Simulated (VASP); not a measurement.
# Al3Ga13As16 (P1) in VASP: a series of runs, part 2 of 2

VASP 6.6.1. Earlier steps stand in the parts before.

## Step 3: Single point, r2SCAN

Contents of POSCAR:

```
Al3Ga13As16
1.0
   11.3254860000      0.0000000000      0.0000000000
    0.0000000000     11.3254860000      0.0000000000
    0.0000000000      0.0000000000     11.3254860000
Ga Al As
26 6 32
Direct
    0.9998310000      0.0002050000      0.0004240000
    0.0001740000      0.9997950000      0.5000470000
    0.0003410000      0.5001680000      0.5006250000
    0.4999370000      0.0003220000      0.5000500000
    0.5003040000      0.4997660000      0.0005910000
    0.5003680000      0.4996570000      0.5004370000
    0.2502270000      0.2498820000      0.0002870000
    0.2502110000      0.2497540000      0.5003920000
    0.2501860000      0.7502430000      0.5004190000
    0.7502570000      0.2491740000      0.0005210000
    0.7502280000      0.2499080000      0.5005870000
    0.7504410000      0.7498310000      0.0005020000
    0.7508600000      0.7496090000      0.4998810000
    0.2498800000      0.9998210000      0.2504450000
    0.2495670000      0.0005240000      0.7501450000
    0.2502980000      0.4998550000      0.2507350000
    0.2502810000      0.4993190000      0.7501270000
    0.7499130000      0.0000650000      0.2503590000
    0.7502840000      0.4999090000      0.7503500000
    0.0003770000      0.2496290000      0.2507970000
    0.0003680000      0.2497500000      0.7506090000
    0.0001280000      0.7501100000      0.2507340000
    0.0002610000      0.7502400000      0.7502060000
    0.5002420000      0.2497470000      0.2505300000
    0.5000390000      0.2503010000      0.7504840000
    0.4998830000      0.7501640000      0.2506450000
    0.9997190000      0.4992050000      0.0005140000
    0.4995620000      0.9990920000      0.0002770000
    0.2495900000      0.7488070000      0.0003320000
    0.7496840000      0.9991750000      0.7499290000
    0.7496980000      0.4992010000      0.2499790000
    0.5001160000      0.7491690000      0.7498640000
    0.1250780000      0.1248210000      0.1252700000
    0.1246850000      0.1249620000      0.6250210000
    0.1245460000      0.6244030000      0.1258180000
    0.1254100000      0.6249060000      0.6255300000
    0.6244800000      0.1244730000      0.1249600000
    0.6248670000      0.1252020000      0.6253480000
    0.6249890000      0.6252710000      0.1254520000
    0.6257470000      0.6245590000      0.6248630000
    0.3751570000      0.3747700000      0.1255490000
    0.3752100000      0.3747770000      0.6250980000
    0.3743100000      0.8744300000      0.1254470000
    0.3750150000      0.8754330000      0.6254060000
    0.8750490000      0.3740160000      0.1254590000
    0.8754000000      0.3747810000      0.6254840000
    0.8750580000      0.8749750000      0.1255500000
    0.8754250000      0.8746890000      0.6249210000
    0.3747990000      0.1247820000      0.3749630000
    0.3750250000      0.1250530000      0.8752630000
    0.3752930000      0.6247390000      0.3756310000
    0.3754060000      0.6241830000      0.8752520000
    0.8748900000      0.1247090000      0.3753500000
    0.8746990000      0.1244580000      0.8748160000
    0.8750760000      0.6243600000      0.3749090000
    0.8752990000      0.6249950000      0.8752770000
    0.1252760000      0.3748690000      0.3756230000
    0.1253620000      0.3748150000      0.8752390000
    0.1250310000      0.8748970000      0.3752570000
    0.1250460000      0.8752650000      0.8755140000
    0.6249600000      0.3745850000      0.3756820000
    0.6254200000      0.3748160000      0.8756070000
    0.6250870000      0.8748220000      0.3754990000
    0.6250560000      0.8741970000      0.8754420000
```

Contents of INCAR.step1:

```
SYSTEM = Al3Ga13As16
  ALGO = Normal
  EDIFF = 1E-5
  ENCUT = 550
  GGA = PE
  GGA_COMPAT = .False.
  ISMEAR = -1
  ISYM = -1
  KPAR = 1
  LASPH = .True.
  LCHARG = .False.
  LREAL = Auto
  LWAVE = .True.
  NBANDS = 296
  NELM = 120
  PREC = Accurate
  SIGMA = 0.05
```

Contents of INCAR.step2:

```
SYSTEM = Al3Ga13As16
  ALGO = Normal
  EDIFF = 1E-6
  ENCUT = 550
  GGA_COMPAT = .False.
  ISIF = 2
  ISMEAR = -1
  ISTART = 1
  ISYM = -1
  KPAR = 1
  LASPH = .True.
  LCHARG = .False.
  LMIXTAU = .True.
  LREAL = Auto
  LWAVE = .False.
  METAGGA = R2SCAN
  NBANDS = 296
  NELM = 120
  PREC = Accurate
  SIGMA = 0.05
```

Contents of KPOINTS:

```
explicit points
1
Reciprocal
  0.25000000   0.25000000   0.25000000 1
```

Potentials or basis: VASP PAW PBE potentials, release 64 (Ga_d, Al, As).

Started as:

```bash
cat potpaw_PBE.64/Ga_d/POTCAR potpaw_PBE.64/Al/POTCAR potpaw_PBE.64/As/POTCAR > POTCAR
cp INCAR.step1 INCAR
mpirun -np 4 vasp_std > vasp.out
cp INCAR.step2 INCAR
mpirun -np 4 vasp_std > vasp.out
```

Run time: 16 min. Hardware: 4 MPI ranks of Intel Xeon 6975P-C (Granite Rapids), shared host; peak memory 0.65 GiB.

The run converged. Its results:

| Item | Value |
| --- | --- |
| Free energy | -839.4634 eV |
| Pressure | 0.3 GPa |
| Largest force | 0.067 eV/Å |
| Band gap on the k mesh | 1.89 eV |

Forces on the atoms (eV/Å):
```
Ga   0.005  0.009  0.006
Ga   0.002  0.001  0.007
Ga   0.009  0.003  0.007
Ga  -0.004  0.009  0.001
Ga   0.004  0.000  0.000
Ga   0.005  0.002  0.001
Ga   0.003  0.009  0.010
Ga   0.007  0.000  0.005
Ga   0.004  0.002  0.001
Ga   0.002  0.003  0.010
Ga  -0.006  0.006  0.010
Ga   0.005  0.005  0.013
Ga   0.004 -0.003  0.003
Ga   0.005  0.007  0.005
Ga   0.001  0.009 -0.004
Ga   0.008  0.008  0.011
Ga   0.012 -0.002  0.004
Ga  -0.005  0.008  0.008
Ga   0.006 -0.003 -0.003
Ga   0.007 -0.002 -0.001
Ga   0.005  0.004  0.004
Ga   0.004  0.003  0.014
Ga   0.009  0.004  0.001
Ga   0.003 -0.002  0.013
Ga   0.004  0.007  0.005
Ga   0.005  0.006  0.008
Al   0.004 -0.007  0.003
Al   0.006  0.002  0.011
Al   0.001  0.006  0.015
Al   0.003  0.003  0.007
Al   0.004 -0.001  0.007
Al   0.004 -0.009  0.001
As  -0.012 -0.004 -0.001
As   0.008 -0.009 -0.007
As   0.002 -0.008 -0.067
As  -0.011 -0.004 -0.009
As  -0.025 -0.037 -0.027
As   0.029 -0.037  0.022
As   0.021 -0.040  0.018
As  -0.039  0.032  0.018
As  -0.005  0.000 -0.011
As  -0.017  0.004 -0.003
As   0.006 -0.006 -0.057
As   0.027 -0.035  0.022
As   0.007  0.064  0.001
As  -0.008  0.004  0.000
As  -0.002 -0.009 -0.017
As  -0.035  0.028  0.014
As   0.002 -0.003  0.002
As   0.028 -0.030  0.015
As  -0.011 -0.002 -0.003
As  -0.017  0.058  0.006
As   0.007 -0.009 -0.001
As  -0.022 -0.027 -0.025
As  -0.026 -0.024 -0.029
As   0.019 -0.023  0.021
As  -0.013 -0.005 -0.001
As  -0.033  0.017  0.016
As  -0.004 -0.004 -0.003
As   0.021 -0.033  0.013
As   0.017  0.024 -0.037
As  -0.007 -0.009 -0.007
As  -0.001  0.000 -0.009
As  -0.032  0.043 -0.035
```

Stress tensor (GPa, compression positive):
```
 0.26 -0.66 -0.66
-0.66  0.25 -0.66
-0.66 -0.66  0.26
```

Levels at points of the mesh, in eV from the valence-band top:
| k point | band 255 | band 256 | band 257 | band 258 | band 259 | band 260 | band 261 | band 262 |
| --- | --- | --- | --- | --- | --- | --- | --- | --- |
| (0.25, 0.25, 0.25) | -0.47 | -0.46 | 0.00 | 0.00 | 1.89 | 2.24 | 2.27 | 2.28 |

Caveat: the PAW data sets were made with another functional, which shifts forces and pressure a little; a shifted mesh leaves out Γ, where band edges can lie. A k mesh can miss the band edges.
